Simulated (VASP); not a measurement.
# Au: single point with revPBE+D3(BJ)

Crystal: Au.

```
Au
1.0
     0.00000    1.99346    1.99346
     1.99346    0.00000    1.99346
     1.99346    1.99346    0.00000
Au
1
Cartesian
  0.0000 0.0000 0.0000
```

```json
{
 "Program": "VASP 6.6.1",
 "Task": "single point",
 "Functional": "revPBE",
 "Dispersion": "D3(BJ)",
 "Potentials or basis": "VASP PAW PBE potentials, release 64 (Au)",
 "Cutoff": "520 eV",
 "k mesh": "11 × 11 × 11",
 "Occupations": "fermi-dirac, width 0.05 eV",
 "Spin": "no spin polarisation"
}
```

| Quantity | Value |
| --- | --- |
| Pressure | 13.7 GPa |
| Dispersion energy per atom | -1.362 eV |

Levels at points of the mesh, in eV from the Fermi level:
| k point | band 3 | band 4 | band 5 | band 6 | band 7 | band 8 | band 9 | band 10 |
| --- | --- | --- | --- | --- | --- | --- | --- | --- |
| (0.00, 0.00, 0.00) | -5.10 | -5.10 | -3.38 | -3.38 | 14.39 | 18.83 | 18.83 | 18.83 |

Wall time 8.6 s on 1 thread of Intel(R) Xeon(R) Platinum 8259CL CPU @ 2.50GHz (Skylake/Cascade Lake) (shared host), peak memory 0.15 GiB.

Caveat: the PAW data sets were made with another functional, which shifts forces and pressure a little; spin-orbit coupling is left out, which moves the levels of the heavy elements; pairwise dispersion overbinds metals, which lowers pressure and volume.
